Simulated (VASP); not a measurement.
# Cr (P6_3/mmc) in VASP: a series of runs, part 2 of 2

VASP 6.6.1. The steps go on from the part before.

**4. Single point, LDA (16.60 Å³/atom)**

This run uses another cell than the first one, of 16.60 Å³/atom.

INCAR reads:

```
ALGO = Normal
EDIFF = 1E-7
ENCUT = 520
GGA = CA
ISIF = 2
ISMEAR = -1
LASPH = T
LCHARG = T
LELF = T
LREAL = F
LVHAR = T
LWAVE = F
NBANDS = 19
NELM = 80
PREC = Accurate
SIGMA = 0.03
```

KPOINTS reads:

```
k-points
0
Gamma
  12 12 7
```

POSCAR reads:

```
Cr
1.0
    2.8679429795      0.0000000000      0.0000000000
   -1.4339714897      2.4837114769      0.0000000000
    0.0000000000      0.0000000000      4.6601431612
Cr
2
Direct
    0.3333333333      0.6666666667      0.2500000000
    0.6666666667      0.3333333333      0.7500000000
```

Potentials or basis: VASP PAW LDA potentials, release 64 (Cr_pv).

Launch:

```sh
cat potpaw_LDA.64/Cr_pv/POTCAR > POTCAR
mpirun -np 1 vasp_std > vasp.out
```

OUTCAR:

```text
EDIFF = 1E-7
   ENCUT = 520
   GGA = CA
   ISIF = 2
   ISMEAR = -1
   LASPH = T
   LREAL = F
   NELM = 80
   PREC = Accurate

 ion  position               nearest neighbor table
   1  0.333  0.667  0.250-   2 2.86   2 2.86   2 2.86   2 2.86   2 2.86   2 2.86
   2  0.667  0.333  0.750-   1 2.86   1 2.86   1 2.86   1 2.86   1 2.86   1 2.86

  LATTYP: Found a hexagonal cell.
 ALAT       =     2.8679429795
 C/A-ratio  =     1.6249078850

  Lattice vectors:

 A1 = (   2.8679429795,   0.0000000000,   0.0000000000)
 A2 = (  -1.4339714897,   2.4837114769,   0.0000000000)
 A3 = (   0.0000000000,   0.0000000000,   4.6601431612)

Analysis of symmetry for initial positions (statically):
=====================================================================
 Subroutine PRICEL returns:
 Original cell was already a primitive cell.

 Routine SETGRP: Setting up the symmetry group for a
 hexagonal supercell.

 Subroutine GETGRP returns: Found 24 space group operations
 (whereof 12 operations were pure point group operations)
 out of a pool of 24 trial point group operations.

The static configuration has the point symmetry D_3d.
 The point group associated with its full space group is D_6h.

Analysis of symmetry for dynamics (positions and initial velocities):
=====================================================================
 Subroutine PRICEL returns:
 Original cell was already a primitive cell.

 Routine SETGRP: Setting up the symmetry group for a
 hexagonal supercell.

 Subroutine GETGRP returns: Found 24 space group operations
 (whereof 12 operations were pure point group operations)
 out of a pool of 24 trial point group operations.

The dynamic configuration has the point symmetry D_3d.
 The point group associated with its full space group is D_6h.

 Subroutine INISYM returns: Found 24 space group operations
 (whereof 12 operations are pure point group operations),
 and found     1 'primitive' translations

----------------------------------------------------------------------------------------

                                     Primitive cell

  volume of cell :      33.1949

  direct lattice vectors                    reciprocal lattice vectors
     2.867942979  0.000000000  0.000000000     0.348681967  0.201311628  0.000000000
    -1.433971490  2.483711477  0.000000000     0.000000000  0.402623255  0.000000000
     0.000000000  0.000000000  4.660143161     0.000000000  0.000000000  0.214585682

  length of vectors
     2.867942979  2.867942980  4.660143161     0.402623255  0.402623255  0.214585682

  position of ions in fractional coordinates (direct lattice)
     0.333333333  0.666666667  0.250000000
     0.666666667  0.333333333  0.750000000

  ion indices of the primitive-cell ions
   primitive index   ion index
                 1           1
                 2           2

----------------------------------------------------------------------------------------

 KPOINTS: k-points

Automatic generation of k-mesh.
 Grid dimensions read from file:
 generate k-points for:   12   12    7

 Generating k-lattice:

  Cartesian coordinates                     Fractional coordinates (reciprocal lattice)
     0.029056831  0.016775969  0.000000000     0.083333333  0.000000000  0.000000000
     0.000000000  0.033551938  0.000000000     0.000000000  0.083333333  0.000000000
     0.000000000  0.000000000  0.030655097     0.000000000  0.000000000  0.142857143

  Length of vectors
     0.033551938  0.033551938  0.030655097

  Shift w.r.t. Gamma in fractional coordinates (k-lattice)
     0.000000000  0.000000000  0.000000000

 Subroutine IBZKPT returns following result:
 ===========================================

 Found     76 irreducible k-points:

 Following reciprocal coordinates:
            Coordinates               Weight
  0.000000  0.000000  0.000000      1.000000
  0.083333  0.000000  0.000000      6.000000
  0.166667  0.000000  0.000000      6.000000
  0.250000  0.000000  0.000000      6.000000
  0.333333  0.000000  0.000000      6.000000
  0.416667  0.000000  0.000000      6.000000
[... 16 lines left out ...]
  0.250000  0.000000  0.142857     12.000000
  0.333333  0.000000  0.142857     12.000000
 [... further k-points ...]
   k-points           NKPTS =     76   k-points in BZ     NKDIM =     76   number of bands    NBANDS=     19
   number of dos      NEDOS =    301   number of ions     NIONS =      2
   total plane-waves  NPLWV =  20736
   dimension x,y,z NGX =    24 NGY =   24 NGZ =   36
   dimension x,y,z NGXF=    48 NGYF=   48 NGZF=   72
   ions per type =               2
   NGX,Y,Z   is equivalent  to a cutoff of  13.91, 13.91, 12.84 a.u.
   NGXF,Y,Z  is equivalent  to a cutoff of  27.82, 27.82, 25.69 a.u.
 SYSTEM =  unknown system
   PREC   = accura    normal or accurate (medium, high low for compatibility)
   ISTART =      0    job   : 0-new  1-cont  2-samecut
   ICHARG =      2    charge: 1-file 2-atom 10-const
   ISPIN  =      1    spin polarized calculation?
   LNONCOLLINEAR =      F non collinear calculations
   LSORBIT =      F    spin-orbit coupling
   LASPH  =      T    aspherical Exc in radial PAW
   ENCUT  =  520.0 eV  38.22 Ry    6.18 a.u.   5.33  5.33  8.66*2*pi/ulx,y,z
   NELM   =     80;   NELMIN=  2; NELMDL= -5     # of ELM steps
   EDIFF  = 0.1E-06   stopping-criterion for ELM
   LREAL  =      F    real-space projection
   EDIFFG = 0.1E-05   stopping-criterion for IOM
   NSW    =      0    number of steps for IOM
   IBRION =     -1    ionic relax: 0-MD 1-quasi-New 2-CG
   NFREE  =      0    steps in history (QN), initial steepest desc. (CG)
   ISIF   =      2    stress and relaxation
   ISYM   =      2    0-nonsym 1-usesym 2-fastsym
   POTIM  = 0.5000    time-step for ionic-motion
   TEBEG  =    0.0;   TEEND  =   0.0 temperature during run
   PSTRESS=    0.0 pullay stress
   NELECT =      24.0000    total number of electrons
   NUPDOWN=      -1.0000    fix difference up-down
   EMIN   =  10.00;   EMAX   =-10.00  energy-range for DOS
   EFERMI =   0.00;   METHOD = LEGACY
   ISMEAR =    -1;   SIGMA  =   0.03  broadening in eV -4-tet -1-fermi 0-gaus
   EFERMI_NEDOS =   21; number of points for ismear=-14 and -15
   IALGO  =     38    algorithm
   IMIX   =      4    mixing-type and parameters
     AMIX     =   0.40;   BMIX     =  1.00
     AMIX_MAG =   1.60;   BMIX_MAG =  1.00
  volume/ion in A,a.u.               =      16.60       112.01
  Fermi-wavevector in a.u.,A,eV,Ry     =   1.469338  2.776646 29.374341  2.158953
  Thomas-Fermi vector in A             =   2.584727
   LORBIT       =      0    0 simple, 1 ext, 2 COOP (PROOUT), +10 PAW based schemes
   GGA     = CA    functional components
   LHFCALC =     F    Hartree Fock is set to
   AEXX    =    0.0000 exact exchange contribution
   IVDW    =     0    specifies the selected vdW correction
   LEPSILON=     F    determine dielectric tensor
   LRPA    =     F    only Hartree local field effects (RPA)
 non-spin polarized calculation
  energy-cutoff  :      520.00
  volume of cell :       33.19
 maximum number of plane-waves:       917
 NGX is ok and might be reduce to    24
   NGX = 11   NGY = 11   NGZ = 17

 number of electron      24.0000002 magnetization

 Free energy of the ion-electron system (eV)
  ---------------------------------------------------
  ext. energy  EPLUGINS =         0.00000000
  ---------------------------------------------------
  free energy    TOTEN  =       -18.06418655 eV

  energy without entropy =      -18.04136815  energy(sigma->0) =      -18.05277735

 E-fermi :   6.2258     XC(G=0): -11.9872

 val. band max:        6.2187912025   @ k =   0.2500   0.0000   0.0000
 cond. band min:       6.2284442742   @ k =   0.0833   0.0833   0.1429
 fundamental gap:      0.0096530716
 Fermi energy:         6.2258042949

 k-point     1 :       0.0000    0.0000    0.0000
  band No.  band energies     occupation
      1     -36.4287      2.00000
      2     -36.2163      2.00000
      3     -36.2163      2.00000
      4     -36.1759      2.00000
      5     -36.1759      2.00000
      6     -36.1439      2.00000
[... 11 lines left out ...]
     18       7.6336      0.00000
     19      11.7429      0.00000

 k-point     2 :       0.0833    0.0000    0.0000
  band No.  band energies     occupation
      1     -36.4225      2.00000
      2     -36.2302      2.00000
      3     -36.2208      2.00000
      4     -36.1904      2.00000
      5     -36.1782      2.00000
      6     -36.1464      2.00000
[... 476 lines left out ...]
 k-point    24 :       0.3333    0.0000    0.1429
  band No.  band energies     occupation
      1     -36.3885      2.00000
      2     -36.3441      2.00000
      3     -36.3195      2.00000
      4     -36.2615      2.00000
      5     -36.2070      2.00000
      6     -36.1862      2.00000
[... 11 lines left out ...]
     18      10.7815      0.00000
     19      11.7658      0.00000

 [... further k-points ...]
[... 5 lines left out ...]
  --------------------------------------------------------------------------------------
  -------------------------------------------------------------------------------------
  Total       -9.9937062     -9.9937062     -8.8608174     -0.0000000      0.0000000      0.0000000
  in kB     -482.3544029   -482.3544029   -427.6745972     -0.0000000      0.0000000      0.0000000
  external PRESSURE =    -464.1278010 kB  Pullay stress =       0.0000000 kB

 VOLUME and BASIS-vectors are now :
 -----------------------------------------------------------------------------
  energy-cutoff  :      520.00
  volume of cell :       33.19
      direct lattice vectors                 reciprocal lattice vectors
     2.867942979  0.000000000  0.000000000     0.348681967  0.201311628  0.000000000
    -1.433971490  2.483711477  0.000000000     0.000000000  0.402623255  0.000000000
     0.000000000  0.000000000  4.660143161     0.000000000  0.000000000  0.214585682

 POSITION                                       TOTAL-FORCE (eV/Angst)
 -----------------------------------------------------------------------------------
     -0.00000      1.65581      1.16504         0.000000     -0.000000      0.000000
      1.43397      0.82790      3.49511        -0.000000      0.000000      0.000000
 -----------------------------------------------------------------------------------
    total drift:                               -0.000000      0.000000     -0.000000

  FREE ENERGIE OF THE ION-ELECTRON SYSTEM (eV)
  ---------------------------------------------------
  free  energy   TOTEN  =       -18.0641865528 eV

  energy  without entropy=      -18.0413681542  energy(sigma->0) =      -18.05277735
```

stdout:

```text
POSCAR found type information on POSCAR Cr
 POSCAR found :  1 types and       2 ions
 scaLAPACK will be used
 LDA part: xc-table for (Slater(with rela. corr.)+CA(PZ))
 , standard interpolation
 POSCAR, INCAR and KPOINTS ok, starting setup
 FFT: planning ... GRIDC
 FFT: planning ... GRID_SOFT
 FFT: planning ... GRID
 WAVECAR not read
 entering main loop
```

Wall time 16 s (1 thread of Intel Xeon 6975P-C (Granite Rapids), shared host); peak memory 0.15 GiB.

What came out:

- Free energy: -18.0642 eV
- Pressure: -46.4 GPa
- Band gap on the k mesh: zero (bands 12 and 13 overlap by 0.72 eV)

Caveat: the cell stands under tension; the run has no spin polarisation, though such a crystal can be magnetic. Spin polarisation is off, so any magnetic state and its effect on volume and gap are missing.

**5. Single point, LDA, collinear spin, ferromagnetic start (10.13 Å³/atom)**

This run uses another cell than the first one, of 10.13 Å³/atom.

INCAR reads:

```
SYSTEM = Cr
PREC = Accurate
ENCUT = 520
EDIFF = 1E-6
ISMEAR = -1
SIGMA = 0.03
LREAL = .FALSE.
LASPH = .TRUE.
NELM = 150
ALGO = Normal
ISIF = 2
LWAVE = .FALSE.
LCHARG = .FALSE.
ISPIN = 2
MAGMOM = 3 3
LORBIT = 11
LMAXMIX = 4
GGA = CA
NBANDS = 23
```

KPOINTS reads:

```
Automatic mesh
0
G
  12 12 7
  0 0 0
```

POSCAR reads:

```
Cr
1.0
    2.4325064964      0.0000000000      0.0000000000
   -1.2162532482      2.1066124208      0.0000000000
    0.0000000000      0.0000000000      3.9525989865
Cr
2
Direct
    0.3333333333      0.6666666667      0.2500000000
    0.6666666667      0.3333333333      0.7500000000
```

Launch:

```sh
cat potpaw_LDA.64/Cr_pv/POTCAR > POTCAR
mpirun -np 1 vasp_std > vasp.out
```

It took 25 s on 1 thread of Intel Xeon 6975P-C (Granite Rapids), shared host; peak memory 0.16 GiB.

It converged, with:

```
Free energy                                           : -20.1486 eV
Pressure                                              : 31.3 GPa
Band gap on the k mesh                                : zero (filled and empty bands overlap)
Net moment                                            : 0.00 μB per cell
Valence electrons inside the program's atomic spheres : Cr 11.39
```

Stress tensor (GPa, compression positive):
```
27.79  0.00  0.00
 0.00 27.79  0.00
 0.00  0.00 38.20
```

Levels at points of the mesh, in eV from the Fermi level:
Spin up:
```tsv
k point	band 10	band 11	band 12	band 13	band 14	band 15
(0.00, 0.00, 0.00)	-0.58	-0.58	0.05	0.05	0.76	0.76
(0.50, 0.00, 0.00)	-0.82	-0.80	-0.52	0.16	3.08	3.25
```
Spin down:
| k point | band 10 | band 11 | band 12 | band 13 | band 14 | band 15 |
| --- | --- | --- | --- | --- | --- | --- |
| (0.00, 0.00, 0.00) | -0.58 | -0.58 | 0.05 | 0.05 | 0.76 | 0.76 |
| (0.50, 0.00, 0.00) | -0.82 | -0.80 | -0.52 | 0.16 | 3.08 | 3.25 |

Caveat: the cell stands under pressure; an empty level that is flat over the whole mesh can mark a ghost state of the potentials, or a narrow d or f band.

**6. Single point, LDA, collinear spin, ferromagnetic start (10.13 Å³/atom)**

This run uses another cell than the first one, of 10.13 Å³/atom.

INCAR reads:

```
ALGO = Normal
EDIFF = 1E-6
ENCUT = 520
ISIF = 2
ISMEAR = -1
ISPIN = 2
LASPH = T
LCHARG = F
LMAXMIX = 4
LORBIT = 11
LREAL = F
LWAVE = F
MAGMOM = 3 3
NBANDS = 23
NELM = 150
PREC = Accurate
SIGMA = 0.03
```

KPOINTS reads:

```
k-points
0
Gamma
  12 12 7
```

POSCAR is that of step 5.

Potentials or basis: VASP PAW LDA potentials, release 64 (Cr_pv).

Launch:

```sh
cat potpaw_LDA.64/Cr_pv/POTCAR > POTCAR
mpirun -np 1 vasp_std > vasp.out
```

OUTCAR:

```text
EDIFF = 1E-6
   ENCUT = 520
   ISIF = 2
   ISMEAR = -1
   ISPIN = 2
   LASPH = T
   LORBIT = 11
   LREAL = F
   NELM = 150
   PREC = Accurate

 ion  position               nearest neighbor table
   1  0.333  0.667  0.250-   2 2.42   2 2.42   2 2.42   2 2.42   2 2.42   2 2.42
   2  0.667  0.333  0.750-   1 2.42   1 2.42   1 2.42   1 2.42   1 2.42   1 2.42

  LATTYP: Found a hexagonal cell.
 ALAT       =     2.4325064964
 C/A-ratio  =     1.6249078851

  Lattice vectors:
[... 1467 lines left out ...]
  in kB      277.9143403    277.9143403    381.9905194      0.0000000      0.0000000      0.0000000
  external PRESSURE =     312.6064000 kB  Pullay stress =       0.0000000 kB

 VOLUME and BASIS-vectors are now :
 -----------------------------------------------------------------------------
  energy-cutoff  :      520.00
  volume of cell :       20.25
      direct lattice vectors                 reciprocal lattice vectors
     2.432506496  0.000000000  0.000000000     0.411098594  0.237347884  0.000000000
    -1.216253248  2.106612421  0.000000000     0.000000000  0.474695768  0.000000000
     0.000000000  0.000000000  3.952598986     0.000000000  0.000000000  0.252998091

 POSITION                                       TOTAL-FORCE (eV/Angst)
 -----------------------------------------------------------------------------------
     -0.00000      1.40441      0.98815        -0.000000      0.000000      0.000000
      1.21625      0.70220      2.96445         0.000000     -0.000000      0.000000
 -----------------------------------------------------------------------------------
    total drift:                               -0.000000      0.000000     -0.000000

  FREE ENERGIE OF THE ION-ELECTRON SYSTEM (eV)
  ---------------------------------------------------
  free  energy   TOTEN  =       -20.1486228932 eV

  energy  without entropy=      -20.1387542224  energy(sigma->0) =      -20.14368856

 total charge

# of ion       s       p       d       tot
------------------------------------------
    1        0.483   6.449   4.463  11.395
    2        0.483   6.449   4.463  11.395
--------------------------------------------------
tot          0.965  12.897   8.927  22.789

 magnetization (x)

# of ion       s       p       d       tot
------------------------------------------
    1        0.000  -0.000  -0.000  -0.000
    2        0.000  -0.000  -0.000  -0.000
--------------------------------------------------
tot          0.000  -0.000  -0.000  -0.000
```

OSZICAR:

```text
N       E                     dE             d eps       ncg     rms          rms(c)
DAV:   1     0.241308940410E+03    0.24131E+03   -0.13520E+04  7104   0.137E+03
DAV:   2    -0.127119109346E+02   -0.25402E+03   -0.24433E+03  7195   0.386E+02
DAV:   3    -0.207966877595E+02   -0.80848E+01   -0.80058E+01  8861   0.809E+01
DAV:   4    -0.208593413151E+02   -0.62654E-01   -0.62635E-01  7211   0.735E+00
DAV:   5    -0.208600576383E+02   -0.71632E-03   -0.71632E-03  7713   0.737E-01    0.225E+01
DAV:   6    -0.199614233803E+02    0.89863E+00   -0.63945E+00  7965   0.291E+01    0.479E+00
DAV:   7    -0.201276350367E+02   -0.16621E+00   -0.25645E-01  7755   0.516E+00    0.376E+00
DAV:   8    -0.201435490234E+02   -0.15914E-01   -0.11514E-02  7538   0.118E+00    0.117E+00
DAV:   9    -0.201465699746E+02   -0.30210E-02   -0.40846E-03  8130   0.688E-01    0.534E-01
DAV:  10    -0.201485247450E+02   -0.19548E-02   -0.29046E-03  7546   0.508E-01    0.799E-02
DAV:  11    -0.201486124497E+02   -0.87705E-04   -0.11127E-04  7461   0.968E-02    0.277E-02
DAV:  12    -0.201486194659E+02   -0.70162E-05   -0.31845E-06  7150   0.197E-02    0.119E-02
DAV:  13    -0.201486225240E+02   -0.30581E-05   -0.50171E-07  4378   0.697E-03    0.541E-03
DAV:  14    -0.201486228932E+02   -0.36920E-06   -0.14689E-07  3699   0.391E-03
   1 F= -.20148623E+02 E0= -.20143689E+02  d E =-.986867E-02  mag=    -0.0000
```

It took 27 s on 1 thread of Intel Xeon 6975P-C (Granite Rapids), shared host; peak memory 0.16 GiB.

What came out:

```yaml
Free_energy: -20.1486 eV
Pressure: 31.3 GPa
Band_gap_on_the_k_mesh: zero (filled and empty bands overlap)
Net_moment: 0.00 μB per cell
Valence_electrons_inside_the_program's_atomic_spheres: Cr 11.39
```

Levels at points of the mesh, in eV from the Fermi level:
Spin up:
```csv
k point,band 10,band 11,band 12,band 13,band 14,band 15
"(0.00, 0.00, 0.00)",-0.58,-0.58,0.05,0.05,0.76,0.76
"(0.50, 0.00, 0.00)",-0.82,-0.80,-0.52,0.16,3.08,3.25
```
Spin down:
```tsv
k point	band 9	band 10	band 11	band 12	band 13	band 14	band 15	band 16
(0.00, 0.00, 0.00)	-0.60	-0.58	-0.58	0.05	0.05	0.76	0.76	1.41
(0.50, 0.00, 0.00)	-3.91	-0.82	-0.80	-0.52	0.16	3.08	3.25	3.36
```

Caveat: the cell stands under pressure; an empty level that is flat over the whole mesh can mark a ghost state of the potentials, or a narrow d or f band.

**7. Overview**

```csv
cell,gap on the mesh (eV),pressure (GPa)
"a = 2.758, b = 2.758, c = 4.482 Å, angles 90.0, 90.0, 120.0°, 2 atoms",none,-42.5
"a = 2.802, b = 2.802, c = 4.552 Å, angles 90.0, 90.0, 120.0°, 2 atoms",none,-44.7
"a = 2.868, b = 2.868, c = 4.660 Å, angles 90.0, 90.0, 120.0°, 2 atoms",none,-46.4
```

Alike in all rows: task single point; level LDA; potentials or basis VASP PAW LDA potentials, release 64 (Cr_pv); no spin polarisation; k mesh 12 × 12 × 7; cutoff (eV) 520; smearing fermi-dirac 0.03 eV.

Caveats: the cell stands under tension; the run has no spin polarisation, though such a crystal can be magnetic.

Absolute energies hang on the potentials; compare differences alone.
